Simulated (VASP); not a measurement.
Wanted: the native input for a VASP 6.6.1 run.

| Property | Result |
| --- | --- |
| Task | relaxation of cell and atoms |
| Functional | PBEsol |
| Potentials or basis | VASP PAW PBE potentials, release 64 (Al) |
| Cutoff | 500 eV |
| k mesh | 22 × 22 × 22 |
| Occupations | fermi-dirac, width 0.05 eV |
| Spin | no spin polarisation |
| Dipole correction | no |
| Further INCAR settings | ALGO = Normal; EDIFF = 1e-07; IBRION = 2; EDIFFG = -0.003; NSW = 100; ISIF = 3 |

The structure of Al lies in POSCAR:

```
Al
1.0
    0.0000000000      2.0247900000      2.0247900000
    2.0247900000      0.0000000000      2.0247900000
    2.0247900000      2.0247900000      0.0000000000
Al
1
Direct
    0.0000000000      0.0000000000      0.0000000000
```

The input as run:

INCAR

```
SYSTEM = Al
ALGO = Normal ; EDIFF = 1E-7
EDIFFG = -0.003 ; ENCUT = 500
GGA = PS ; GGA_COMPAT = .FALSE.
IBRION = 2 ; ISIF = 3
ISMEAR = -1 ; LASPH = .TRUE.
LCHARG = .FALSE. ; LREAL = .FALSE.
LWAVE = .FALSE. ; NELM = 120
NELMIN = 4 ; NSW = 100
PREC = Accurate ; SIGMA = 0.05
```

KPOINTS

```
k-points
0
G
  22 22 22
  0 0 0
```

Potentials or basis: VASP PAW PBE potentials, release 64 (Al).

Command:

```sh
$ cat potpaw_PBE.64/Al/POTCAR > POTCAR
$ mpirun -np 1 vasp_std > vasp.out
```

Results of the run:

- Relaxed volume: 16.20 Å³/atom
- Relaxed cell: a = 2.840 Å, b = 2.840 Å, c = 2.840 Å, α = 60.00°, β = 60.00°, γ = 60.00°
- Space group after relaxing (to 0.05 Å): Fm-3m (No. 225)
- Energy gained by relaxing: 2.5 meV/atom
- Ionic steps: 3
- Pressure after relaxing: 0.0 GPa

Caveat: the PAW data sets were made with another functional, which shifts forces and pressure a little.

It used 88 s of CPU time on 1 thread of AMD EPYC 7R13 Processor (Zen 3), with other jobs on the host.
